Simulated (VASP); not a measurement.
# WC (P3m1) in VASP: notebook, part 2 of 3

VASP 6.6.1. The steps go on from the part before.

## (3) Single point, PBEsol

Input file INCAR:

```
SYSTEM = WC
  PREC = Accurate
  ENCUT = 520
  EDIFF = 1E-7
  ISMEAR = 0
  SIGMA = 0.15
  LREAL = .FALSE.
  LASPH = .TRUE.
  NELM = 60
  ALGO = Normal
  ISIF = 2
  LWAVE = .FALSE.
  LCHARG = .FALSE.
  GGA = PS
  NBANDS = 16
```

Input file KPOINTS:

```
regular mesh
0
G
  18 18 16
  0 0 0
```

Input file POSCAR:

```
WC
1.0
    2.9005014360      0.0000000000      0.0000000000
   -1.4502507180      2.5119079273      0.0000000000
    0.0000000000      0.0000000000      2.8290000000
W C
1 1
Direct
    0.0000000000      0.0000000000      0.0000000000
    0.6666666667      0.3333333333      0.4469777306
```

Potentials or basis: VASP PAW PBE potentials, release 64 (W_sv, C).

The run is started by

```bash
> cat potpaw_PBE.64/W_sv/POTCAR potpaw_PBE.64/C/POTCAR > POTCAR
> mpirun -np 1 vasp_std > vasp.out
```

OUTCAR:

```text
SYSTEM = WC
   PREC = Accurate
   ENCUT = 520
   EDIFF = 1E-7
   ISMEAR = 0
   LREAL = .FALSE.
   LASPH = .TRUE.
   NELM = 60
   ISIF = 2
   GGA = PS

 ion  position               nearest neighbor table
   1  0.000  0.000  0.000-   2 2.10   2 2.10   2 2.10   2 2.29   2 2.29   2 2.29
   2  0.667  0.333  0.447-   1 2.10   1 2.10   1 2.10   1 2.29   1 2.29   1 2.29

  LATTYP: Found a hexagonal cell.
 ALAT       =     2.9005014360
 C/A-ratio  =     0.9753485949

  Lattice vectors:

 A1 = (   2.9005014360,   0.0000000000,   0.0000000000)
 A2 = (  -1.4502507180,   2.5119079273,   0.0000000000)
 A3 = (   0.0000000000,   0.0000000000,   2.8290000000)

Analysis of symmetry for initial positions (statically):
=====================================================================
 Subroutine PRICEL returns:
 Original cell was already a primitive cell.

 Routine SETGRP: Setting up the symmetry group for a
 hexagonal supercell.

 Subroutine GETGRP returns: Found  6 space group operations
 (whereof  6 operations were pure point group operations)
 out of a pool of 24 trial point group operations.

The static configuration has the point symmetry C_3v.

Analysis of symmetry for dynamics (positions and initial velocities):
=====================================================================
 Subroutine PRICEL returns:
 Original cell was already a primitive cell.

 Routine SETGRP: Setting up the symmetry group for a
 hexagonal supercell.

 Subroutine GETGRP returns: Found  6 space group operations
 (whereof  6 operations were pure point group operations)
 out of a pool of 24 trial point group operations.

The dynamic configuration has the point symmetry C_3v.

 Subroutine INISYM returns: Found  6 space group operations
 (whereof  6 operations are pure point group operations),
 and found     1 'primitive' translations

----------------------------------------------------------------------------------------

                                     Primitive cell

  volume of cell :      20.6115

  direct lattice vectors                    reciprocal lattice vectors
     2.900501436  0.000000000  0.000000000     0.344767973  0.199051882  0.000000000
    -1.450250718  2.511907927  0.000000000     0.000000000  0.398103764  0.000000000
     0.000000000  0.000000000  2.829000000     0.000000000  0.000000000  0.353481796

  length of vectors
     2.900501436  2.900501436  2.829000000     0.398103764  0.398103764  0.353481796

  position of ions in fractional coordinates (direct lattice)
     0.000000000  0.000000000  0.000000000
     0.666666667  0.333333333  0.446977731

  ion indices of the primitive-cell ions
   primitive index   ion index
                 1           1
                 2           2

----------------------------------------------------------------------------------------

 KPOINTS: regular mesh

Automatic generation of k-mesh.
 Grid dimensions read from file:
 generate k-points for:   18   18   16

 Generating k-lattice:

  Cartesian coordinates                     Fractional coordinates (reciprocal lattice)
     0.019153776  0.011058438  0.000000000     0.055555556  0.000000000  0.000000000
     0.000000000  0.022116876  0.000000000     0.000000000  0.055555556  0.000000000
     0.000000000  0.000000000  0.022092612     0.000000000  0.000000000  0.062500000

  Length of vectors
     0.022116876  0.022116876  0.022092612

  Shift w.r.t. Gamma in fractional coordinates (k-lattice)
     0.000000000  0.000000000  0.000000000

 Subroutine IBZKPT returns following result:
 ===========================================

 Found    522 irreducible k-points:

 Following reciprocal coordinates:
            Coordinates               Weight
  0.000000  0.000000  0.000000      1.000000
  0.055556  0.000000  0.000000      6.000000
  0.111111  0.000000  0.000000      6.000000
  0.166667  0.000000  0.000000      6.000000
  0.222222 -0.000000  0.000000      6.000000
  0.277778  0.000000  0.000000      6.000000
[... 16 lines left out ...]
  0.333333  0.111111  0.000000     12.000000
  0.388889  0.111111  0.000000     12.000000
 [... further k-points ...]
   k-points           NKPTS =    522   k-points in BZ     NKDIM =    522   number of bands    NBANDS=     16
   number of dos      NEDOS =    301   number of ions     NIONS =      2
   total plane-waves  NPLWV =  13824
   dimension x,y,z NGX =    24 NGY =   24 NGZ =   24
   dimension x,y,z NGXF=    48 NGYF=   48 NGZF=   48
   ions per type =               1   1
   NGX,Y,Z   is equivalent  to a cutoff of  13.76, 13.76, 14.10 a.u.
   NGXF,Y,Z  is equivalent  to a cutoff of  27.51, 27.51, 28.21 a.u.
 SYSTEM =  WC
   PREC   = accura    normal or accurate (medium, high low for compatibility)
   ISTART =      0    job   : 0-new  1-cont  2-samecut
   ICHARG =      2    charge: 1-file 2-atom 10-const
   ISPIN  =      1    spin polarized calculation?
   LNONCOLLINEAR =      F non collinear calculations
   LSORBIT =      F    spin-orbit coupling
   LASPH  =      T    aspherical Exc in radial PAW
   ENCUT  =  520.0 eV  38.22 Ry    6.18 a.u.   5.39  5.39  5.26*2*pi/ulx,y,z
   NELM   =     60;   NELMIN=  2; NELMDL= -5     # of ELM steps
   EDIFF  = 0.1E-06   stopping-criterion for ELM
   LREAL  =      F    real-space projection
   EDIFFG = 0.1E-05   stopping-criterion for IOM
   NSW    =      0    number of steps for IOM
   IBRION =     -1    ionic relax: 0-MD 1-quasi-New 2-CG
   NFREE  =      0    steps in history (QN), initial steepest desc. (CG)
   ISIF   =      2    stress and relaxation
   ISYM   =      2    0-nonsym 1-usesym 2-fastsym
   POTIM  = 0.5000    time-step for ionic-motion
   TEBEG  =    0.0;   TEEND  =   0.0 temperature during run
   PSTRESS=    0.0 pullay stress
   NELECT =      18.0000    total number of electrons
   NUPDOWN=      -1.0000    fix difference up-down
   EMIN   =  10.00;   EMAX   =-10.00  energy-range for DOS
   EFERMI =   0.00;   METHOD = LEGACY
   ISMEAR =     0;   SIGMA  =   0.15  broadening in eV -4-tet -1-fermi 0-gaus
   EFERMI_NEDOS =   21; number of points for ismear=-14 and -15
   IALGO  =     38    algorithm
   IMIX   =      4    mixing-type and parameters
     AMIX     =   0.40;   BMIX     =  1.00
     AMIX_MAG =   1.60;   BMIX_MAG =  1.00
  volume/ion in A,a.u.               =      10.31        69.55
  Fermi-wavevector in a.u.,A,eV,Ry     =   1.564813  2.957068 33.315762  2.448639
  Thomas-Fermi vector in A             =   2.667381
   LORBIT       =      0    0 simple, 1 ext, 2 COOP (PROOUT), +10 PAW based schemes
   GGA     = PS    functional components
   LHFCALC =     F    Hartree Fock is set to
   AEXX    =    0.0000 exact exchange contribution
   IVDW    =     0    specifies the selected vdW correction
   LEPSILON=     F    determine dielectric tensor
   LRPA    =     F    only Hartree local field effects (RPA)
 non-spin polarized calculation
 Gauss-broadening in eV      SIGMA  =   0.15
  energy-cutoff  :      520.00
  volume of cell :       20.61
 maximum number of plane-waves:       580
 NGX is ok and might be reduce to    24
   NGX = 11   NGY = 11   NGZ = 11

 number of electron      18.0000001 magnetization

 Free energy of the ion-electron system (eV)
  ---------------------------------------------------
  ext. energy  EPLUGINS =         0.00000000
  ---------------------------------------------------
  free energy    TOTEN  =       -23.73517795 eV

  energy without entropy =      -23.73174003  energy(sigma->0) =      -23.73345899

 E-fermi :  11.0765     XC(G=0): -13.9512

 val. band max:       11.0733510592   @ k =   0.3333   0.3333   0.0000
 cond. band min:      11.1034226999   @ k =   0.5000   0.0000   0.3750
 fundamental gap:      0.0300716407
 Fermi energy:        11.0764830681

 k-point     1 :       0.0000    0.0000    0.0000
  band No.  band energies     occupation
      1     -62.8458      2.00000
      2     -26.8380      2.00000
      3     -26.7468      2.00000
      4     -26.7468      2.00000
      5      -3.4417      2.00000
      6       6.3951      2.00000
[... 8 lines left out ...]
     15      24.8032      0.00000
     16      27.8409      0.00000
[... 419 lines left out ...]
 k-point    24 :       0.3889    0.1111    0.0000
  band No.  band energies     occupation
      1     -62.7847      2.00000
      2     -27.5430      2.00000
      3     -27.0030      2.00000
      4     -26.7223      2.00000
      5      -0.0585      2.00000
      6       4.1161      2.00000
[... 8 lines left out ...]
     15      24.9701      0.00000
     16      28.1340      0.00000

 [... further k-points ...]

------------------------ aborting loop because EDIFF is reached ----------------------------------------

  FORCE on cell =-STRESS in cart. coord.  units (eV):
  Direction    XX          YY          ZZ          XY          YZ          ZX
  --------------------------------------------------------------------------------------
  -------------------------------------------------------------------------------------
  Total        0.6410143      0.6410143      0.9262471      0.0000000      0.0000000      0.0000000
  in kB       49.8274384     49.8274384     71.9992031      0.0000000      0.0000000      0.0000000
  external PRESSURE =      57.2180266 kB  Pullay stress =       0.0000000 kB

 VOLUME and BASIS-vectors are now :
 -----------------------------------------------------------------------------
  energy-cutoff  :      520.00
  volume of cell :       20.61
      direct lattice vectors                 reciprocal lattice vectors
     2.900501436  0.000000000  0.000000000     0.344767973  0.199051882  0.000000000
    -1.450250718  2.511907927  0.000000000     0.000000000  0.398103764  0.000000000
     0.000000000  0.000000000  2.829000000     0.000000000  0.000000000  0.353481796

 POSITION                                       TOTAL-FORCE (eV/Angst)
 -----------------------------------------------------------------------------------
      0.00000      0.00000      0.00000         0.000000      0.000000     -2.258541
      1.45025      0.83730      1.26450        -0.000000     -0.000000      2.258541
 -----------------------------------------------------------------------------------
    total drift:                                0.000000     -0.000000      0.000022

  FREE ENERGIE OF THE ION-ELECTRON SYSTEM (eV)
  ---------------------------------------------------
  free  energy   TOTEN  =       -23.7351779482 eV

  energy  without entropy=      -23.7317400251  energy(sigma->0) =      -23.73345899
```

It took 85 s on 1 thread of AMD EPYC 9R45 (Zen 5), shared host; peak memory 0.25 GiB.

Results:

```yaml
Free_energy: -23.7352 eV
Pressure: 5.7 GPa
Largest_force: 2.259 eV/Å
Band_gap_on_the_k_mesh: zero (bands 9 and 10 overlap by 1.17 eV)
```

Forces on the atoms (eV/Å):
```
W    0.000  0.000 -2.259
C    0.000  0.000  2.259
```

Caveat: the cell differs from its parent crystal (all C atoms moved +0.150 Å, as atom 2 towards its neighbour atom 2 (C) at 2.829 Å); the cell stands under pressure; the PAW data sets were made with another functional, which shifts forces and pressure a little; spin-orbit coupling is left out, which moves the levels of the heavy elements.

(Part 2 of 3 ends here.)
